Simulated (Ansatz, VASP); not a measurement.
**One calculation of TaSi2, two programs**

```xyz
9
Lattice="4.7343 0.0000 0.0000 -2.3671 4.1000 0.0000 0.0000 0.0000 6.5171" Properties=species:S:1:pos:R:3 pbc="T T T"
Ta    2.3671    0.0000    0.0000
Ta    1.1836    2.0500    4.3447
Ta   -1.1836    2.0500    2.1724
Si    0.0000    1.3087    0.0000
Si    3.6009    0.6544    4.3447
Si    1.2337    3.4456    2.1724
Si    2.3671    2.7913    0.0000
Si   -1.2337    3.4456    4.3447
Si    1.1334    0.6544    2.1724
```

Alike in both runs: functional LDA; k mesh 8 × 8 × 5; occupations fermi-dirac, width 0.1 eV; no spin polarisation.

Ansatz relaxed the structure, and its values are those at the end. VASP's run is a single point on that final structure, the one shown.

```csv
,VASP,Ansatz
version,VASP 6.6.1,Ansatz 0.2.0
potentials or method,"VASP PAW LDA potentials, release 64 (Ta_pv, Si), cutoff 520 eV",PAW plane waves
valence electrons in the cell,57,63
```

|  | VASP | Ansatz | Ansatz less VASP |
| --- | --- | --- | --- |
| gap on the k mesh at the Fermi level (eV) | none | none | - |
| pressure (GPa) | 0.5 | 0.0 | -0.57 |
| rms of the force components (eV/Å) | 0.006 | 0.003 | -0.0032 |

Ansatz warns that its potentials were made for another functional, while VASP's fit it. LDA's correlation is that of Perdew and Zunger in VASP and of Perdew and Wang (1992) in Ansatz. A gap of «none» marks a metal or a gap that the smearing closes. VASP's potentials hold 57 valence electrons a cell and Ansatz's 63, so a difference there can come from the potentials and not from the codes.

Neither program's run includes spin-orbit coupling.
